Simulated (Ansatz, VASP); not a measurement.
One calculation of CuO, two programs

The input POSCAR:

```
CuO
1.0
    3.1325781376      0.0000000000      0.0000000000
    0.0000000000      3.1325781376      0.0000000000
    0.0000000000      0.0000000000      4.5866926551
Cu O
2 2
Direct
    0.0000000000      0.0000000000      0.0000000000
    0.5000000000      0.5000000000      0.0000000000
    0.5000000000      0.0000000000      0.2670000000
    0.0000000000      0.5000000000      0.7330000000
```

File INCAR.step1:

```
SYSTEM = CuO
  PREC = Accurate
  ENCUT = 520
  ISMEAR = -1
  SIGMA = 0.05
  LREAL = .FALSE.
  LASPH = .TRUE.
  NELM = 60
  NBANDS = 25
  GGA = PE
  ALGO = Normal
  EDIFF = 1E-4
  LWAVE = .TRUE.
  LCHARG = .FALSE.
```

Contents of INCAR.step2:

```
SYSTEM = CuO
  PREC = Accurate
  ENCUT = 520
  EDIFF = 1E-6
  ISMEAR = -1
  SIGMA = 0.05
  LREAL = .FALSE.
  LASPH = .TRUE.
  NELM = 60
  ALGO = Normal
  ISIF = 2
  LWAVE = .FALSE.
  LCHARG = .TRUE.
  METAGGA = R2SCAN
  LMIXTAU = .TRUE.
  LELF = .TRUE.
  LVHAR = .TRUE.
  NBANDS = 25
  ISTART = 1
```

Contents of KPOINTS:

```
regular mesh
0
G
  8 8 6
  0 0 0
```

File input.yaml:

```yaml
crystal:
  lattice:
    - [3.1325781376, 0.0, 0.0]
    - [0.0, 3.1325781376, 0.0]
    - [0.0, 0.0, 4.5866926551]
  atoms:
    - { symbol: Cu, position: [0.0, 0.0, 0.0] }
    - { symbol: Cu, position: [0.5, 0.5, 0.0] }
    - { symbol: O, position: [0.5, 0.0, 0.267] }
    - { symbol: O, position: [0.0, 0.5, 0.733] }
hamiltonian:
  xc: r2scan
  pseudopotentials: { kind: paw }
kpoints:
  mp_grid: { grid: [8, 8, 6] }
scf:
  occupations: { method: fermi_dirac, width: 0.05 }
output:
  forces: true
  stress: true
  eigenvalues: true
  write_density: true
  write_potential: true
  elf: true
  volumetric_format: npy
```

Alike in both runs: task single point; functional r2SCAN; k mesh 8 × 8 × 6; occupations fermi-dirac, width 0.05 eV; no spin polarisation.

|  | VASP | Ansatz |
| --- | --- | --- |
| version | VASP 6.6.1 | Ansatz 0.2.0 |
| potentials or method | VASP PAW PBE potentials, release 64 (Cu, O) | Ansatz PAW |
| plane-wave cutoff (eV) | 520 | 500 |
| valence electrons in the cell | 34 | 50 |

|  | VASP | Ansatz | Ansatz less VASP |
| --- | --- | --- | --- |
| gap on the k mesh at the Fermi level (eV) | none | none | - |
| pressure (GPa) | 19.3 | 18.1 | -1.23 |
| traceless stress, the component that is largest in VASP (GPa) | -29.72 | -29.25 | +0.470 |
| rms of the force components (eV/Å) | 0.340 | 0.388 | +0.0480 |

VASP's potentials were made for PBE, not for r2SCAN. Atom by atom the forces differ by 0.048 eV/Å (rms over components). A gap of «none» marks a metal or a gap that the smearing closes. VASP's potentials hold 34 valence electrons a cell and Ansatz's 50, so a difference there can come from the potentials and not from the codes.
